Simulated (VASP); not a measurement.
## Sn2Bi2O: single point with PBE

Sn2Bi2O:

```
Sn Bi O
1.0
    -2.28616    2.28616    5.75069
     2.28616   -2.28616    5.75069
     2.28616    2.28616   -5.75069
Sn Bi O
2 2 1
Direct
  0.75000 0.25000 0.50000
  0.25000 0.75000 0.50000
  0.62270 0.62270 0.00000
  0.37730 0.37730 0.00000
  0.00000 0.00000 0.00000
```

```yaml
Program: VASP 6.6.1
Task: single point
Functional: PBE
Potentials_or_basis: VASP PAW PBE potentials, release 64 (Sn_d, Bi_d, O)
Cutoff: 520 eV
k_mesh: 6 × 6 × 6
Occupations: gaussian, width 0.1 eV
Spin: no spin polarisation
Dipole_correction: no
Further_INCAR_settings: ALGO = Normal; EDIFF = 1e-07; NBANDS = 40
```

```yaml
Pressure: 25.3 GPa
Largest_force: 3.056 eV/Å
Band_gap_on_the_k_mesh: zero (band 32 reaches 7.70 eV, above the bottom of band 33 at 7.14 eV)
```

Forces on the atoms (eV/Å):
```
Sn   0.000  0.000  0.000
Sn   0.000  0.000  0.000
Bi   0.000  0.000 -3.056
Bi   0.000  0.000  3.056
O    0.000  0.000  0.000
```

Stress tensor (GPa, compression positive):
```
24.77  0.00  0.00
 0.00 24.77  0.00
 0.00  0.00 26.50
```

Levels at points of the mesh, in eV from the Fermi level:
```tsv
k point	band 29	band 30	band 31	band 32	band 33	band 34	band 35	band 36
(0.00, 0.00, 0.00)	-1.87	-1.56	0.01	0.01	1.18	1.35	1.37	3.50
(0.50, 0.00, 0.00)	-1.60	-1.19	-0.48	-0.44	-0.05	0.54	2.80	4.16
(0.50, 0.50, 0.00)	-2.45	-0.98	-0.21	0.06	2.32	2.68	4.61	5.56
(0.50, 0.50, 0.50)	-0.62	-0.40	-0.40	-0.36	-0.36	0.01	1.66	3.75
```

Wall time 4 min on 1 thread of Intel(R) Xeon(R) Platinum 8488C (Sapphire Rapids), with other jobs on the host, peak memory 0.41 GiB.

Caveat: spin-orbit coupling is left out, which moves the levels of the heavy elements; forces of over 1 eV/Å act on the atoms, so gaps and moduli don't describe the material at rest.
